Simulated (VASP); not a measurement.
# Sn (P6/mmm) in VASP: further runs

Runs on Sn. Level: r2SCAN. Tasks: relaxation of cell and atoms.

Program: VASP 6.6.1. These are calculated values, not measurements. Logs are shortened: lines on timing, memory, paths and dates and some standing lists are left out, and cuts for length are marked.

### Step 1. The cell of the first run

The structure is hexagonal, space group P6/mmm (No. 191). The conventional cell has a = 5.821 Å, b = 5.821 Å, c = 2.885 Å, α = 90.00°, β = 90.00°, γ = 120.00°. Within 3.8 Å of Sn (site symmetry 6/mmm) lie 14 Sn at 2.88 to 3.66 Å. Within 3.8 Å of Sn (site symmetry -6m2) lie 11 Sn at 2.88 to 3.66 Å.

This isn't the form of Sn at room conditions, which is tetragonal (white tin).

### Step 2. Relaxation of cell and atoms, r2SCAN

POSCAR

```
Sn
1.0
    5.8211958106      0.0000000000      0.0000000000
   -2.9105979053      5.0413034524      0.0000000000
    0.0000000000      0.0000000000      2.8845504278
Sn
3
Direct
    0.0000000000      0.0000000000      0.0000000000
    0.3333333333      0.6666666667      0.5000000000
    0.6666666667      0.3333333333      0.5000000000
```

INCAR.step1

```
SYSTEM = Sn
ALGO     = Normal         ! electronic algorithm
EDIFF    = 1E-4           ! SCF threshold, eV
ENCUT    = 600            ! plane-wave cutoff, eV
GGA      = PE             ! functional
ISMEAR   = 0              ! smearing method
LASPH    = .True.         ! aspherical terms in the spheres
LCHARG   = .False.        ! write CHGCAR
LREAL    = .False.        ! projectors in reciprocal space
LWAVE    = .True.         ! write WAVECAR
NELM     = 100            ! most SCF steps
PREC     = Accurate       ! precision mode
SIGMA    = 0.1            ! smearing width, eV
```

INCAR.step2

```
SYSTEM = Sn
ALGO     = Normal         ! electronic algorithm
EDIFF    = 1E-7           ! SCF threshold, eV
EDIFFG   = -0.04          ! ionic threshold
ENCUT    = 600            ! plane-wave cutoff, eV
IBRION   = 2              ! ionic algorithm
ISIF     = 3              ! what is computed and relaxed
ISMEAR   = 0              ! smearing method
ISTART   = 1            
LASPH    = .True.         ! aspherical terms in the spheres
LCHARG   = .False.        ! write CHGCAR
LMIXTAU  = .True.       
LREAL    = .False.        ! projectors in reciprocal space
LWAVE    = .False.        ! write WAVECAR
METAGGA  = R2SCAN         ! meta-GGA
NELM     = 100            ! most SCF steps
NSW      = 90             ! ionic steps
PREC     = Accurate       ! precision mode
SIGMA    = 0.1            ! smearing width, eV
```

KPOINTS

```
k-points
0
Gamma
  3 3 6
  0 0 0
```

Potentials or basis: VASP PAW PBE potentials, release 64 (Sn_d).

Run with:

```console
$ cat potpaw_PBE.64/Sn_d/POTCAR > POTCAR
$ cp INCAR.step1 INCAR
$ mpirun -np 1 vasp_std > vasp.out
$ cp INCAR.step2 INCAR
$ mpirun -np 1 vasp_std > vasp.out
```

OUTCAR:

```text
SYSTEM = Sn
   EDIFF = 1E-7
   EDIFFG = -0.04
   ENCUT = 600
   IBRION = 2
   ISIF = 3
   ISMEAR = 0
   ISTART = 1
   LASPH = .True.
   LREAL = .False.
   METAGGA = R2SCAN
   NELM = 100
   NSW = 90
   PREC = Accurate

 ion  position               nearest neighbor table
   1  0.000  0.000  0.000-   2 3.66   3 3.66   2 3.66   3 3.66   3 3.66   3 3.66   2 3.66   2 3.66
                             3 3.66   3 3.66   2 3.66   2 3.66
   2  0.333  0.667  0.500-   3 3.36   3 3.36   3 3.36   1 3.66   1 3.66   1 3.66   1 3.66   1 3.66
                             1 3.66
   3  0.667  0.333  0.500-   2 3.36   2 3.36   2 3.36   1 3.66   1 3.66   1 3.66   1 3.66   1 3.66
                             1 3.66

  LATTYP: Found a hexagonal cell.
 ALAT       =     5.8211958106
 C/A-ratio  =     0.4955254078

  Lattice vectors:

 A1 = (   5.8211958106,   0.0000000000,   0.0000000000)
 A2 = (  -2.9105979053,   5.0413034524,   0.0000000000)
 A3 = (   0.0000000000,   0.0000000000,   2.8845504278)

Analysis of symmetry for initial positions (statically):
=====================================================================
 Subroutine PRICEL returns:
 Original cell was already a primitive cell.

 Routine SETGRP: Setting up the symmetry group for a
 hexagonal supercell.

 Subroutine GETGRP returns: Found 24 space group operations
 (whereof 24 operations were pure point group operations)
 out of a pool of 24 trial point group operations.

The static configuration has the point symmetry D_6h.

Analysis of symmetry for dynamics (positions and initial velocities):
=====================================================================
 Subroutine PRICEL returns:
 Original cell was already a primitive cell.

 Routine SETGRP: Setting up the symmetry group for a
 hexagonal supercell.

 Subroutine GETGRP returns: Found 24 space group operations
 (whereof 24 operations were pure point group operations)
 out of a pool of 24 trial point group operations.

The dynamic configuration has the point symmetry D_6h.

 Subroutine INISYM returns: Found 24 space group operations
 (whereof 24 operations are pure point group operations),
 and found     1 'primitive' translations

----------------------------------------------------------------------------------------

                                     Primitive cell

  volume of cell :      84.6512

  direct lattice vectors                    reciprocal lattice vectors
     5.821195811  0.000000000  0.000000000     0.171786010  0.099180699  0.000000000
[... 66 lines left out ...]
   PREC   = accura    normal or accurate (medium, high low for compatibility)
   ISTART =      1    job   : 0-new  1-cont  2-samecut
   ICHARG =      0    charge: 1-file 2-atom 10-const
   ISPIN  =      1    spin polarized calculation?
   LNONCOLLINEAR =      F non collinear calculations
   LSORBIT =      F    spin-orbit coupling
   LASPH  =      T    aspherical Exc in radial PAW
   ENCUT  =  600.0 eV  44.10 Ry    6.64 a.u.  11.63 11.63  5.76*2*pi/ulx,y,z
   NELM   =    100;   NELMIN=  2; NELMDL=  0     # of ELM steps
   EDIFF  = 0.1E-06   stopping-criterion for ELM
   LREAL  =      F    real-space projection
   EDIFFG = -.4E-01   stopping-criterion for IOM
   NSW    =     90    number of steps for IOM
   IBRION =      2    ionic relax: 0-MD 1-quasi-New 2-CG
   NFREE  =      1    steps in history (QN), initial steepest desc. (CG)
   ISIF   =      3    stress and relaxation
   ISYM   =      2    0-nonsym 1-usesym 2-fastsym
   POTIM  = 0.5000    time-step for ionic-motion
   TEBEG  =    0.0;   TEEND  =   0.0 temperature during run
   PSTRESS=    0.0 pullay stress
   NELECT =      42.0000    total number of electrons
   NUPDOWN=      -1.0000    fix difference up-down
   EMIN   =  10.00;   EMAX   =-10.00  energy-range for DOS
   EFERMI =   0.00;   METHOD = LEGACY
   ISMEAR =     0;   SIGMA  =   0.10  broadening in eV -4-tet -1-fermi 0-gaus
   EFERMI_NEDOS =   21; number of points for ismear=-14 and -15
   IALGO  =     38    algorithm
   IMIX   =      4    mixing-type and parameters
     AMIX     =   0.40;   BMIX     =  1.00
     AMIX_MAG =   1.60;   BMIX_MAG =  1.00
  volume/ion in A,a.u.               =      28.22       190.42
  Fermi-wavevector in a.u.,A,eV,Ry     =   1.296025  2.449133 22.853461  1.679682
  Thomas-Fermi vector in A             =   2.427508
   LORBIT       =      0    0 simple, 1 ext, 2 COOP (PROOUT), +10 PAW based schemes
   METAGGA = R2SCAN    functional components
   LHFCALC =     F    Hartree Fock is set to
   AEXX    =    0.0000 exact exchange contribution
   IVDW    =     0    specifies the selected vdW correction
   LEPSILON=     F    determine dielectric tensor
   LRPA    =     F    only Hartree local field effects (RPA)
 conjugate gradient relaxation of ions
 non-spin polarized calculation
 Gauss-broadening in eV      SIGMA  =   0.10
  energy-cutoff  :      600.00
  volume of cell :       84.65
 maximum number of plane-waves:      2868
 NGX is ok and might be reduce to    48
   NGX = 23   NGY = 23   NGZ = 11

--------------------------------------- Ionic step        1  -------------------------------------------

 number of electron      41.9999992 magnetization

 Free energy of the ion-electron system (eV)
  ---------------------------------------------------
  ext. energy  EPLUGINS =         0.00000000
  ---------------------------------------------------
  free energy    TOTEN  =       -73.09071618 eV

  energy without entropy =      -73.07746624  energy(sigma->0) =      -73.08409121

------------------------ aborting loop because EDIFF is reached ----------------------------------------

  FORCE on cell =-STRESS in cart. coord.  units (eV):
  Direction    XX          YY          ZZ          XY          YZ          ZX
  --------------------------------------------------------------------------------------
  -------------------------------------------------------------------------------------
  Total       -2.7339869     -2.7339869      5.9690468      0.0000000      0.0000000      0.0000000
  in kB      -51.7456480    -51.7456480    112.9750093      0.0000000      0.0000000      0.0000000
  external PRESSURE =       3.1612378 kB  Pullay stress =       0.0000000 kB
[... 209 lines left out ...]
--------------------------------------- Ionic step        7  -------------------------------------------

 number of electron      42.0000013 magnetization

 Free energy of the ion-electron system (eV)
  ---------------------------------------------------
  ext. energy  EPLUGINS =         0.00000000
  ---------------------------------------------------
  free energy    TOTEN  =       -73.63209139 eV

  energy without entropy =      -73.62391629  energy(sigma->0) =      -73.62800384

 E-fermi :   8.3787     XC(G=0): -11.1981

 val. band max:        7.4234930641   @ k =   0.0000   0.0000   0.5000
 cond. band min:       8.3881668910   @ k =   0.3333   0.0000   0.5000
 fundamental gap:      0.9646738269
 Fermi energy:         8.3787231437

 k-point     1 :       0.0000    0.0000    0.0000
  band No.  band energies     occupation
      1     -14.4938      2.00000
      2     -14.3625      2.00000
      3     -14.3395      2.00000
      4     -14.3395      2.00000
      5     -14.2996      2.00000
      6     -14.2996      2.00000
[... 355 lines left out ...]
  FREE ENERGIE OF THE ION-ELECTRON SYSTEM (eV)
  ---------------------------------------------------
  free  energy   TOTEN  =       -73.6320913905 eV

  energy  without entropy=      -73.6239162938  energy(sigma->0) =      -73.62800384

 reached required accuracy - stopping structural energy minimisation
```

OUTCAR.step1:

```text
SYSTEM = Sn
   EDIFF = 1E-4
   ENCUT = 600
   GGA = PE
   ISMEAR = 0
   LASPH = .True.
   LREAL = .False.
   NELM = 100
[... 548 lines left out ...]
      0.00000      0.00000      0.00000        -0.000000     -0.000000      0.000000
     -0.00000      3.36087      1.44228         0.000000      0.000000      0.000000
      2.91060      1.68043      1.44228         0.000000     -0.000000      0.000000
 -----------------------------------------------------------------------------------
    total drift:                               -0.000000      0.000000     -0.000000

  FREE ENERGIE OF THE ION-ELECTRON SYSTEM (eV)
  ---------------------------------------------------
  free  energy   TOTEN  =       -10.8372516522 eV

  energy  without entropy=      -10.8177308238  energy(sigma->0) =      -10.82749124
```

OSZICAR.step1:

```text
N       E                     dE             d eps       ncg     rms          rms(c)
DAV:   1     0.374377560965E+03    0.37438E+03   -0.24063E+04   600   0.280E+03
DAV:   2     0.308138602454E+02   -0.34356E+03   -0.34160E+03   600   0.567E+02
DAV:   3    -0.951869561760E+01   -0.40333E+02   -0.40043E+02   746   0.187E+02
DAV:   4    -0.108591168961E+02   -0.13404E+01   -0.13383E+01   642   0.379E+01
DAV:   5    -0.109096133905E+02   -0.50496E-01   -0.50491E-01   918   0.692E+00    0.262E+00
DAV:   6    -0.108483693027E+02    0.61244E-01   -0.16334E-01   681   0.993E+00    0.146E+00
DAV:   7    -0.108383003428E+02    0.10069E-01   -0.63239E-02   675   0.281E+00    0.465E-01
DAV:   8    -0.108372821830E+02    0.10182E-02   -0.40123E-03   707   0.578E-01    0.126E-01
DAV:   9    -0.108372516522E+02    0.30531E-04   -0.39091E-04   583   0.241E-01
   1 F= -.10837252E+02 E0= -.10827491E+02  d E =-.195208E-01
```

Run time: 16 min. Hardware: 1 thread of Intel Xeon 8259CL, shared host; peak memory 0.26 GiB.

What came out:

- Free energy: -73.6321 eV
- Relaxed volume: 27.42 Å³/atom
- Relaxed cell: a = 5.462 Å, b = 5.462 Å, c = 3.184 Å, α = 90.00°, β = 90.00°, γ = 120.00°
- Space group after relaxing (to 0.1 Å): P6/mmm (No. 191)
- Energy gained by relaxing: 180.5 meV/atom
- Ionic steps: 7
- Pressure after relaxing: 0.0 GPa
- Band gap on the k mesh: zero (bands 21 and 22 overlap by 3.65 eV)

The path:
```tsv
step	energy change (eV)	largest force (eV/Å)	pressure (GPa)	volume (Å³)
1	0.0000	0.0000	0.32	84.65
2	-0.5230	0.0000	-1.37	84.80
3	-0.5272	0.0000	-1.40	84.77
4	-0.5297	0.0000	-1.46	84.71
5	-0.5296	0.0000	-1.45	84.73
6	-0.5403	0.0000	0.48	81.55
7	-0.5414	0.0000	-0.01	82.26
```

Final structure:
```cif
data_structure
_symmetry_space_group_name_H-M 'P 1'
_symmetry_Int_Tables_number 1
_cell_length_a 5.4619
_cell_length_b 5.4619
_cell_length_c 3.1840
_cell_angle_alpha 90.000
_cell_angle_beta 90.000
_cell_angle_gamma 120.000
_cell_volume 82.26
loop_
_atom_site_label
_atom_site_type_symbol
_atom_site_fract_x
_atom_site_fract_y
_atom_site_fract_z
_atom_site_occupancy
Sn1 Sn 0.00000 0.00000 0.00000 1
Sn2 Sn 0.33333 0.66667 0.50000 1
Sn3 Sn 0.66667 0.33333 0.50000 1
```

Caveat: the k points lie up to 0.44 Å⁻¹ apart in the final cell, too coarse for converged energies and pressures of a metal; the PAW data sets were made with another functional, which shifts forces and pressure a little; spin-orbit coupling is left out, which moves the levels of the heavy elements.

### Step 3. Relaxation of cell and atoms, r2SCAN

This run uses another cell than the first one, of 41.19 Å³/atom.

POSCAR

```
Sn
1.0
    6.1511416999      0.0000000000      0.0000000000
   -3.0755708500      5.3270449744      0.0000000000
    0.0000000000      0.0000000000      3.7709173030
Sn
3
Direct
    0.0000000000      0.0000000000      0.0000000000
    0.3333333333      0.6666666667      0.5000000000
    0.6666666667      0.3333333333      0.5000000000
```

INCAR.step1

```
SYSTEM = Sn
  PREC = Accurate
  ENCUT = 600
  ISMEAR = 0
  SIGMA = 0.1
  LREAL = .FALSE.
  LASPH = .TRUE.
  NELM = 100
  GGA = PE
  ALGO = Normal
  EDIFF = 1E-4
  LWAVE = .TRUE.
  LCHARG = .FALSE.
```

INCAR.step2

```
SYSTEM = Sn
  PREC = Accurate
  ENCUT = 600
  EDIFF = 1E-7
  ISMEAR = 0
  SIGMA = 0.1
  LREAL = .FALSE.
  LASPH = .TRUE.
  NELM = 100
  ALGO = Normal
  ISIF = 3
  LWAVE = .FALSE.
  LCHARG = .FALSE.
  METAGGA = R2SCAN
  LMIXTAU = .TRUE.
  IBRION = 2
  NSW = 90
  EDIFFG = -0.04
  ISTART = 1
```

KPOINTS

```
regular mesh
0
G
  3 3 4
  0 0 0
```

Potentials or basis: VASP PAW PBE potentials, release 64 (Sn_d).

Run with:

```console
$ cat potpaw_PBE.64/Sn_d/POTCAR > POTCAR
$ cp INCAR.step1 INCAR
$ mpirun -np 1 vasp_std > vasp.out
$ cp INCAR.step2 INCAR
$ mpirun -np 1 vasp_std > vasp.out
```

OUTCAR:

```text
SYSTEM = Sn
   PREC = Accurate
   ENCUT = 600
   EDIFF = 1E-7
   ISMEAR = 0
   LREAL = .FALSE.
   LASPH = .TRUE.
   NELM = 100
   ISIF = 3
   METAGGA = R2SCAN
   IBRION = 2
   NSW = 90
   EDIFFG = -0.04
   ISTART = 1

 ion  position               nearest neighbor table
   1  0.000  0.000  0.000-
   2  0.333  0.667  0.500-   3 3.55   3 3.55   3 3.55
   3  0.667  0.333  0.500-   2 3.55   2 3.55   2 3.55

  LATTYP: Found a hexagonal cell.
 ALAT       =     6.1511416999
 C/A-ratio  =     0.6130434783

  Lattice vectors:

 A1 = (   6.1511416999,   0.0000000000,   0.0000000000)
 A2 = (  -3.0755708500,   5.3270449744,   0.0000000000)
 A3 = (   0.0000000000,   0.0000000000,   3.7709173030)
[... 525 lines left out ...]
  FREE ENERGIE OF THE ION-ELECTRON SYSTEM (eV)
  ---------------------------------------------------
  free  energy   TOTEN  =       -73.3505243108 eV

  energy  without entropy=      -73.3274866745  energy(sigma->0) =      -73.33900549

[... ionic steps 4 to 15 ...]

--------------------------------------- Ionic step       16  -------------------------------------------

 number of electron      41.9999998 magnetization

------------------------ aborting loop because EDIFF is reached ----------------------------------------
[... 69 lines left out ...]
--------------------------------------- Ionic step       18  -------------------------------------------

 number of electron      41.9999998 magnetization

 Free energy of the ion-electron system (eV)
  ---------------------------------------------------
  ext. energy  EPLUGINS =         0.00000000
  ---------------------------------------------------
  free energy    TOTEN  =       -73.59185296 eV

  energy without entropy =      -73.58729238  energy(sigma->0) =      -73.58957267

 E-fermi :   8.0505     XC(G=0): -11.0009

 val. band max:        8.0289394424   @ k =   0.0000   0.0000   0.2500
 cond. band min:       8.4896108041   @ k =   0.3333  -0.0000   0.0000
 fundamental gap:      0.4606713618
 Fermi energy:         8.0504700467

 k-point     1 :       0.0000    0.0000    0.0000
  band No.  band energies     occupation
      1     -15.2134      2.00000
      2     -14.9119      2.00000
      3     -14.8843      2.00000
      4     -14.8843      2.00000
      5     -14.8622      2.00000
      6     -14.7498      2.00000
[... 271 lines left out ...]
  FREE ENERGIE OF THE ION-ELECTRON SYSTEM (eV)
  ---------------------------------------------------
  free  energy   TOTEN  =       -73.5918529569 eV

  energy  without entropy=      -73.5872923776  energy(sigma->0) =      -73.58957267

 reached required accuracy - stopping structural energy minimisation
```

OSZICAR.step1:

```text
N       E                     dE             d eps       ncg     rms          rms(c)
DAV:   1     0.363590179870E+03    0.36359E+03   -0.23202E+04   450   0.244E+03
DAV:   2     0.299805260292E+02   -0.33361E+03   -0.33172E+03   450   0.538E+02
DAV:   3    -0.844756087482E+01   -0.38428E+02   -0.37839E+02   527   0.180E+02
DAV:   4    -0.100029436930E+02   -0.15554E+01   -0.15512E+01   496   0.374E+01
DAV:   5    -0.100604899910E+02   -0.57546E-01   -0.57507E-01   678   0.720E+00    0.132E+00
DAV:   6    -0.100182487171E+02    0.42241E-01   -0.11675E-01   519   0.672E+00    0.727E-01
DAV:   7    -0.100152423802E+02    0.30063E-02   -0.72798E-02   494   0.255E+00    0.265E-01
DAV:   8    -0.100155307791E+02   -0.28840E-03   -0.46733E-03   521   0.710E-01    0.900E-02
DAV:   9    -0.100157315193E+02   -0.20074E-03   -0.46948E-04   402   0.199E-01    0.308E-02
DAV:  10    -0.100157541671E+02   -0.22648E-04   -0.96438E-05   268   0.101E-01
   1 F= -.10015754E+02 E0= -.10006472E+02  d E =-.185647E-01
```

Wall time 53 min (1 thread of Intel Xeon 8259CL, shared host); peak memory 0.32 GiB.

Results:

```yaml
Free_energy: -73.5919 eV
Relaxed_volume: 28.23 Å³/atom
Relaxed_cell: a = 5.826 Å, b = 5.826 Å, c = 2.881 Å, α = 90.00°, β = 90.00°, γ = 120.00°
Space_group_after_relaxing_to_0.1_Å: P6/mmm (No. 191)
Energy_gained_by_relaxing: 540.1 meV/atom
Ionic_steps: 18
Pressure_after_relaxing: 0.0 GPa
Band_gap_on_the_k_mesh: zero (bands 21 and 22 overlap by 4.00 eV)
```

Stress tensor (GPa, compression positive):
```
-0.11  0.00  0.00
 0.00 -0.11  0.00
 0.00  0.00  0.15
```

Step by step:
| step | energy change (eV) | largest force (eV/Å) | pressure (GPa) | volume (Å³) |
| --- | --- | --- | --- | --- |
| 1 | 0.0000 | 0.0000 | -8.00 | 123.56 |
| 2 | -1.3263 | 0.0000 | -2.79 | 90.33 |
| 3 | -1.3788 | 0.0000 | -0.27 | 85.07 |
| 4 | -1.3792 | 0.0000 | 0.10 | 84.40 |
| 5 | -1.3924 | 0.0000 | 0.23 | 84.28 |
| 6 | -1.4450 | 0.0000 | 0.26 | 83.84 |
| 7 | -1.5347 | 0.0000 | 0.81 | 82.61 |
| 8 | -0.6053 | 0.0000 | 14.98 | 78.63 |
| 9 | -1.5931 | 0.0000 | 1.33 | 82.13 |
| 10 | -1.5967 | 0.0000 | 2.32 | 81.58 |
| 11 | -1.6041 | 0.0000 | 1.83 | 81.82 |
| 12 | -1.6082 | 0.0000 | 1.66 | 82.28 |
| 13 | -1.6083 | 0.0000 | 1.74 | 82.35 |
| 14 | -1.6137 | 0.0000 | 1.19 | 82.95 |
| 15 | -1.6198 | 0.0000 | 0.24 | 84.31 |
| 16 | -1.6201 | 0.0000 | 0.00 | 84.67 |
| 17 | -1.6201 | 0.0000 | -0.03 | 84.72 |
| 18 | -1.6202 | 0.0000 | -0.02 | 84.69 |

Final structure:
```
Sn
1.0
     5.82628    0.00000    0.00000
    -2.91314    5.04570    0.00000
     0.00000    0.00000    2.88091
Sn
3
Direct
  0.00000 0.00000 0.00000
  0.33333 0.66667 0.50000
  0.66667 0.33333 0.50000
```

Caveat: the k points lie up to 0.55 Å⁻¹ apart in the final cell, too coarse for converged energies and pressures of a metal; the volume moved by over 15 % at a fixed basis, so the end points are rough; the PAW data sets were made with another functional, which shifts forces and pressure a little; spin-orbit coupling is left out, which moves the levels of the heavy elements.

(Part 1 of 2 ends here.)

The gap in the log of VASP goes by the Fermi energy; the results here count the filled bands.